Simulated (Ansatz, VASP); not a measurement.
# SiC: VASP beside Ansatz

File INCAR:

```
ALGO = Normal
EDIFF = 1E-6
EDIFFG = -0.008
ENCUT = 520
GGA = PE
IBRION = 2
ISIF = 2
ISMEAR = 0
LASPH = True
LCHARG = False
LREAL = False
LWAVE = False
NELM = 60
NSW = 60
PREC = Accurate
SIGMA = 0.02
```

Contents of KPOINTS:

```
k-points
0
Gamma
  12 12 6
```

POSCAR

```
SiC
1.0
    3.0919365174      0.0000000000      0.0000000000
   -1.5459682587      2.6776955709      0.0000000000
    0.4059433832      0.0000000000      5.0742922898
Si C
2 2
Direct
    0.3303578782      0.6663149748      0.4997844364
    0.6640429035      0.3336850252      0.9997844364
    0.3368380192      0.6680768201      0.8752155636
    0.6687611991      0.3319231799      0.3752155636
```

Input for Ansatz:

```yaml
crystal:
  lattice:
    - [3.0919365174, 0.0, 0.0]
    - [-1.5459682587, 2.6776955709, 0.0]
    - [0.4059433832, 0.0, 5.0742922898]
  atoms:
    - { symbol: Si, position: [0.3303578782, 0.6663149748, 0.4997844364] }
    - { symbol: Si, position: [0.6640429035, 0.3336850252, 0.9997844364] }
    - { symbol: C, position: [0.3368380192, 0.6680768201, 0.8752155636] }
    - { symbol: C, position: [0.6687611991, 0.3319231799, 0.3752155636] }
basis:
  ecutwfc: 420
kpoints:
  mp_grid: { grid: [12, 12, 6] }
hamiltonian:
  xc: pbe
scf:
  occupations: { method: gaussian, width: 0.02 }
output:
  forces: true
  stress: true
  eigenvalues: true
relax:
  adjacent_minimum: "off"
  f_tol: 0.008
  max_steps: 40
```

Change from the starting cell: shear of c along a, cell held, atoms relaxed: +8.0 %.

Alike in both runs: task relaxation of the atoms; functional PBE; k mesh 12 × 12 × 6; occupations gaussian, width 0.02 eV; no spin polarisation.

|  | VASP | Ansatz |
| --- | --- | --- |
| version | VASP 6.6.1 | Ansatz 0.2.0 |
| potentials or method | VASP PAW PBE potentials, release 64 (Si, C), cutoff 520 eV | scalar-relativistic, plane waves, PAW |
| valence electrons in the cell | 16 | 16 |

```tsv
	VASP	Ansatz	Ansatz less VASP
gap on the k mesh at the Fermi level, each at its own relaxed structure (eV)	2.07	2.07	+0.006
```

Ansatz's warnings: stress scf threshold loose.
